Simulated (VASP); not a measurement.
# MnO2 (R-3m) in VASP: further runs

The runs below take MnO2 through single point, with LDA, PBEsol, PBE.

All numbers are computed with VASP 6.6.1; they aren't measurements. Logs are shortened: lines on timing, memory, paths and dates and some standing lists are left out, and cuts for length are marked.

## Step 1: The cell of the first run

The structure is trigonal, space group R-3m (No. 166). Conventional cell: a = 2.857 Å, b = 2.857 Å, c = 13.752 Å, α = 90.00°, β = 90.00°, γ = 120.00°. Within 2.5 Å of Mn (site symmetry -3m) lie 6 O at 1.90 Å. O (site symmetry 3m) has 3 Mn at 1.90 Å and 3 O at 2.51 Å within 2.6 Å.

## Step 2: Single point, LDA, collinear spin, ferromagnetic start

Contents of INCAR:

```
ALGO     = Normal         # electronic algorithm
EDIFF    = 1E-6           # SCF threshold, eV
ENCUT    = 600            # plane-wave cutoff, eV
GGA      = CA             # functional
GGA_COMPAT= False        
ISIF     = 2              # what is computed and relaxed
ISMEAR   = 1              # smearing method
ISPIN    = 2              # spin polarisation
LASPH    = True           # aspherical terms in the spheres
LCHARG   = True           # write CHGCAR
LELF     = True           # ELF
LMAXMIX  = 4              # l up to which the mixer works
LORBIT   = 11             # projections on sites
LREAL    = False          # projectors in reciprocal space
LVHAR    = True         
LWAVE    = False          # write WAVECAR
MAGMOM   = 2.74 0 0       # initial moments
NBANDS   = 24             # bands
NELM     = 200            # most SCF steps
PREC     = Accurate       # precision mode
SIGMA    = 0.06802846561497 # smearing width, eV
```

Contents of KPOINTS:

```
k-points
0
Gamma
  3 3 3
```

Contents of POSCAR:

```
MnO2
1.0
    1.4284348394      0.8247072390      4.5839315268
   -1.4284348394      0.8247072390      4.5839315268
    0.0000000000     -1.6494144781      4.5839315268
Mn O
1 2
Direct
    0.0000000000      0.0000000000      0.0000000000
    0.2643644900      0.2643644900      0.2643644900
    0.7356355100      0.7356355100      0.7356355100
```

Potentials or basis: VASP PAW LDA potentials, release 64 (Mn_pv, O).

Run with:

```console
$ cat potpaw_LDA.64/Mn_pv/POTCAR potpaw_LDA.64/O/POTCAR > POTCAR
$ mpirun -np 1 vasp_std > vasp.out
```

OUTCAR:

```text
EDIFF = 1E-6
   ENCUT = 600
   GGA = CA
   ISIF = 2
   ISMEAR = 1
   ISPIN = 2
   LASPH = True
   LORBIT = 11
   LREAL = False
   NELM = 200
   PREC = Accurate

 ion  position               nearest neighbor table
   1  0.000  0.000  0.000-   3 1.90   2 1.90   3 1.90   3 1.90   2 1.90   2 1.90
   2  0.264  0.264  0.264-   1 1.90   1 1.90   1 1.90
   3  0.736  0.736  0.736-   1 1.90   1 1.90   1 1.90

  LATTYP: Found a trigonal (rhomboedric) cell.
 ALAT       =     4.8716523237
 COS(alpha) =     0.8280515398

  Lattice vectors:

 A1 = (   1.4284348394,   0.8247072390,   4.5839315268)
 A2 = (  -1.4284348394,   0.8247072390,   4.5839315268)
 A3 = (   0.0000000000,  -1.6494144781,   4.5839315268)

Analysis of symmetry for initial positions (statically):
=====================================================================
 Subroutine PRICEL returns:
 Original cell was already a primitive cell.

 Routine SETGRP: Setting up the symmetry group for a
 trigonal (rhombohedral) supercell.

 Subroutine GETGRP returns: Found 12 space group operations
 (whereof 12 operations were pure point group operations)
 out of a pool of 12 trial point group operations.

The static configuration has the point symmetry D_3d.

Analysis of symmetry for dynamics (positions and initial velocities):
=====================================================================
 Subroutine PRICEL returns:
 Original cell was already a primitive cell.

 Routine SETGRP: Setting up the symmetry group for a
 trigonal (rhombohedral) supercell.

 Subroutine GETGRP returns: Found 12 space group operations
 (whereof 12 operations were pure point group operations)
 out of a pool of 12 trial point group operations.

The dynamic configuration has the point symmetry D_3d.

Analysis of structural, dynamic, and magnetic symmetry:
=====================================================================
 Subroutine PRICEL returns:
 Original cell was already a primitive cell.

 Routine SETGRP: Setting up the symmetry group for a
 trigonal (rhombohedral) supercell.

 Subroutine GETGRP returns: Found 12 space group operations
 (whereof 12 operations were pure point group operations)
 out of a pool of 12 trial point group operations.

The overall configuration has the point symmetry D_3d.

 Subroutine INISYM returns: Found 12 space group operations
 (whereof 12 operations are pure point group operations),
 and found     1 'primitive' translations

----------------------------------------------------------------------------------------

                                     Primitive cell

  volume of cell :      32.4003

  direct lattice vectors                    reciprocal lattice vectors
     1.428434839  0.824707239  4.583931527     0.350033468  0.202091917  0.072717782
    -1.428434839  0.824707239  4.583931527    -0.350033468  0.202091917  0.072717782
     0.000000000 -1.649414478  4.583931527     0.000000000 -0.404183833  0.072717782

  length of vectors
     4.871652324  4.871652324  4.871652324     0.410673163  0.410673163  0.410673163

  position of ions in fractional coordinates (direct lattice)
     0.000000000  0.000000000  0.000000000
     0.264364490  0.264364490  0.264364490
     0.735635510  0.735635510  0.735635510

  ion indices of the primitive-cell ions
   primitive index   ion index
                 1           1
                 2           2
                 3           3

----------------------------------------------------------------------------------------

 KPOINTS: k-points

Automatic generation of k-mesh.
 Grid dimensions read from file:
 generate k-points for:    3    3    3

 Generating k-lattice:

  Cartesian coordinates                     Fractional coordinates (reciprocal lattice)
     0.116677823  0.067363972  0.024239261     0.333333333 -0.000000000 -0.000000000
    -0.116677823  0.067363972  0.024239261    -0.000000000  0.333333333 -0.000000000
     0.000000000 -0.134727944  0.024239261    -0.000000000 -0.000000000  0.333333333

  Length of vectors
     0.136891054  0.136891054  0.136891054

  Shift w.r.t. Gamma in fractional coordinates (k-lattice)
     0.000000000  0.000000000  0.000000000

 Subroutine IBZKPT returns following result:
 ===========================================

 Found      6 irreducible k-points:

 Following reciprocal coordinates:
            Coordinates               Weight
  0.000000  0.000000  0.000000      1.000000
  0.333333  0.000000 -0.000000      6.000000
  0.333333  0.333333 -0.000000      6.000000
 -0.333333  0.333333  0.000000      6.000000
  0.333333  0.333333  0.333333      2.000000
 -0.333333  0.333333  0.333333      6.000000
   k-points           NKPTS =      6   k-points in BZ     NKDIM =      6   number of bands    NBANDS=     24
   number of dos      NEDOS =    301   number of ions     NIONS =      3
   total plane-waves  NPLWV =  64000
   dimension x,y,z NGX =    40 NGY =   40 NGZ =   40
   dimension x,y,z NGXF=    80 NGYF=   80 NGZF=   80
   ions per type =               1   2
   NGX,Y,Z   is equivalent  to a cutoff of  13.65, 13.65, 13.65 a.u.
   NGXF,Y,Z  is equivalent  to a cutoff of  27.30, 27.30, 27.30 a.u.
 SYSTEM =  unknown system
   PREC   = accura    normal or accurate (medium, high low for compatibility)
   ISTART =      0    job   : 0-new  1-cont  2-samecut
   ICHARG =      2    charge: 1-file 2-atom 10-const
   ISPIN  =      2    spin polarized calculation?
   LNONCOLLINEAR =      F non collinear calculations
   LSORBIT =      F    spin-orbit coupling
   LASPH  =      T    aspherical Exc in radial PAW
   ENCUT  =  600.0 eV  44.10 Ry    6.64 a.u.   9.73  9.73  9.73*2*pi/ulx,y,z
   NELM   =    200;   NELMIN=  2; NELMDL= -5     # of ELM steps
   EDIFF  = 0.1E-05   stopping-criterion for ELM
   LREAL  =      F    real-space projection
   EDIFFG = 0.1E-04   stopping-criterion for IOM
   NSW    =      0    number of steps for IOM
   IBRION =     -1    ionic relax: 0-MD 1-quasi-New 2-CG
   NFREE  =      0    steps in history (QN), initial steepest desc. (CG)
   ISIF   =      2    stress and relaxation
   ISYM   =      2    0-nonsym 1-usesym 2-fastsym
   POTIM  = 0.5000    time-step for ionic-motion
   TEBEG  =    0.0;   TEEND  =   0.0 temperature during run
   PSTRESS=    0.0 pullay stress
   NELECT =      25.0000    total number of electrons
   NUPDOWN=      -1.0000    fix difference up-down
   EMIN   =  10.00;   EMAX   =-10.00  energy-range for DOS
   EFERMI =   0.00;   METHOD = LEGACY
   ISMEAR =     1;   SIGMA  =   0.07  broadening in eV -4-tet -1-fermi 0-gaus
   EFERMI_NEDOS =   21; number of points for ismear=-14 and -15
   IALGO  =     38    algorithm
   IMIX   =      4    mixing-type and parameters
     AMIX     =   0.40;   BMIX     =  1.00
     AMIX_MAG =   1.60;   BMIX_MAG =  1.00
  volume/ion in A,a.u.               =      10.80        72.88
  Fermi-wavevector in a.u.,A,eV,Ry     =   1.501545  2.837508 30.676196  2.254637
  Thomas-Fermi vector in A             =   2.612902
   LORBIT       =     11    0 simple, 1 ext, 2 COOP (PROOUT), +10 PAW based schemes
   GGA     = CA    functional components
   LHFCALC =     F    Hartree Fock is set to
   AEXX    =    0.0000 exact exchange contribution
   IVDW    =     0    specifies the selected vdW correction
   LEPSILON=     F    determine dielectric tensor
   LRPA    =     F    only Hartree local field effects (RPA)
 spin polarized calculation
 Methfessel and Paxton  Order N= 1 SIGMA  =   0.07
  energy-cutoff  :      600.00
  volume of cell :       32.40
 maximum number of plane-waves:      1085
   NGX = 19   NGY = 19   NGZ = 19

 number of electron      24.9999997 magnetization       2.9999239

 Free energy of the ion-electron system (eV)
  ---------------------------------------------------
  ext. energy  EPLUGINS =         0.00000000
  ---------------------------------------------------
  free energy    TOTEN  =       -26.08670463 eV

  energy without entropy =      -26.08685071  energy(sigma->0) =      -26.08675332

 E-fermi :   3.1309     XC(G=0): -11.4599

 val. band max:        3.0736521603   @ k =   0.3333   0.3333   0.3333
 cond. band min:       3.5106245613   @ k =   0.0000   0.0000   0.0000
 fundamental gap:      0.4369724010
 Fermi energy:         3.1309241059

 spin component 1

 k-point     1 :       0.0000    0.0000    0.0000
  band No.  band energies     occupation
      1     -46.7752      1.00000
      2     -46.7752      1.00000
      3     -46.7704      1.00000
      4     -16.4030      1.00000
      5     -13.9685      1.00000
      6      -3.3270      1.00000
[... 16 lines left out ...]
     23      25.9274      0.00000
     24      25.9274      0.00000
[... 111 lines left out ...]
      1     -46.9022      1.00000
      2     -46.8040      1.00000
      3     -46.7494      1.00000
      4     -15.1562      1.00000
      5     -14.4036      1.00000
      6      -3.5037      1.00000
[... 16 lines left out ...]
     23      23.9662      0.00000
     24      25.5691      0.00000
 Fermi energy:         3.1309241059

 spin component 2

 k-point     1 :       0.0000    0.0000    0.0000
  band No.  band energies     occupation
      1     -43.9711      1.00000
      2     -43.9711      1.00000
      3     -43.8235      1.00000
      4     -16.2154      1.00000
      5     -13.8234      1.00000
      6      -2.5985      1.00000
[... 16 lines left out ...]
     23      26.6016      0.00000
     24      26.6016      0.00000
[... 112 lines left out ...]
      2     -44.0042      1.00000
      3     -43.7973      1.00000
      4     -14.9747      1.00000
      5     -14.2338      1.00000
      6      -2.8411      1.00000
[... 16 lines left out ...]
     23      24.6356      0.00000
     24      25.9012      0.00000

------------------------ aborting loop because EDIFF is reached ----------------------------------------

  FORCE on cell =-STRESS in cart. coord.  units (eV):
  Direction    XX          YY          ZZ          XY          YZ          ZX
  --------------------------------------------------------------------------------------
  -------------------------------------------------------------------------------------
  Total       -1.7193323     -1.7193323     -1.1834058      0.0000000      0.0000000      0.0000000
  in kB      -85.0199416    -85.0199416    -58.5186977      0.0000000      0.0000000      0.0000000
  external PRESSURE =     -76.1861937 kB  Pullay stress =       0.0000000 kB

 VOLUME and BASIS-vectors are now :
 -----------------------------------------------------------------------------
  energy-cutoff  :      600.00
  volume of cell :       32.40
      direct lattice vectors                 reciprocal lattice vectors
     1.428434839  0.824707239  4.583931527     0.350033468  0.202091917  0.072717782
    -1.428434839  0.824707239  4.583931527    -0.350033468  0.202091917  0.072717782
     0.000000000 -1.649414478  4.583931527     0.000000000 -0.404183833  0.072717782

 POSITION                                       TOTAL-FORCE (eV/Angst)
 -----------------------------------------------------------------------------------
      0.00000      0.00000      0.00000         0.000000      0.000000      0.000000
      0.00000     -0.00000      3.63549         0.000000     -0.000000      0.424457
      0.00000     -0.00000     10.11631         0.000000      0.000000     -0.424457
 -----------------------------------------------------------------------------------
    total drift:                               -0.000000     -0.000000      0.000000

  FREE ENERGIE OF THE ION-ELECTRON SYSTEM (eV)
  ---------------------------------------------------
  free  energy   TOTEN  =       -26.0867046265 eV

  energy  without entropy=      -26.0868507095  energy(sigma->0) =      -26.08675332

 total charge

# of ion       s       p       d       tot
------------------------------------------
    1        0.356   6.475   4.948  11.778
    2        1.566   3.395   0.000   4.961
    3        1.566   3.395   0.000   4.961
--------------------------------------------------
tot          3.488  13.266   4.948  21.701

 magnetization (x)

# of ion       s       p       d       tot
------------------------------------------
    1        0.031   0.037   2.749   2.818
    2        0.005   0.039   0.000   0.044
    3        0.005   0.039   0.000   0.044
--------------------------------------------------
tot          0.041   0.116   2.749   2.906
```

Run time: 22 s. Hardware: 1 thread of AMD EPYC 9R45 (Zen 5), shared host; peak memory 0.17 GiB.

Results:

| Property | Result |
| --- | --- |
| Free energy | -26.0867 eV |
| Pressure | -7.6 GPa |
| Largest force | 0.424 eV/Å |
| Band gap on the k mesh | 0.44 eV |
| Net moment | 3.00 μB per cell |
| Site moments | Mn +2.82; O +0.04 μB |
| Valence electrons inside the program's atomic spheres | Mn 11.78; O 4.96 |

Forces in eV/Å, atoms in the order of the input:
```
Mn   0.000  0.000  0.000
O    0.000  0.000  0.424
O    0.000  0.000 -0.424
```

Stress tensor (GPa, compression positive):
```
-8.50  0.00  0.00
 0.00 -8.50  0.00
 0.00  0.00 -5.85
```

Caveat: the k points lie up to 0.86 Å⁻¹ apart; an odd mesh through Γ misses points on the zone boundary, where band edges can lie; a cell with one magnetic atom can't hold antiferromagnetic order, which such compounds often take.

[end of part 1 of 2]
